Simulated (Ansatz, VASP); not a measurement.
**One calculation of Au, two programs**

```
CELL_PARAMETERS angstrom
0.00000 2.12732 1.96368
2.12732 0.00000 1.96368
2.12732 2.12732 0.00000
ATOMIC_POSITIONS crystal
Au 0.00000 0.00000 0.00000
```

Change from the starting cell: strain +0.040 along x and y, -0.040 along z, atoms carried along.

Alike in both runs: task single point; functional PBE; k mesh 20 × 20 × 20; occupations gaussian, width 0.15 eV; no spin polarisation.

|  | VASP | Ansatz |
| --- | --- | --- |
| version | VASP 6.6.1 | Ansatz 0.2.0 |
| potentials or method | VASP PAW PBE potentials, release 64 (Au), cutoff 520 eV | scalar-relativistic, plane waves, PAW |
| valence electrons in the cell | 11 | 19 |

Ansatz gave:

- gap on the k mesh at the Fermi level (eV): none
- pressure (GPa): 1.8
- traceless stress, the component that is largest in VASP (GPa): 0.99

Question: Which values does VASP return?

Answer: gap on the k mesh at the Fermi level (eV): none; pressure (GPa): 1.5; traceless stress, the component that is largest in VASP (GPa): 0.99.

A gap of «none» marks a metal or a gap that the smearing closes. VASP's potentials hold 11 valence electrons a cell and Ansatz's 19, so a difference there can come from the potentials and not from the codes.

Spin-orbit coupling is off throughout.
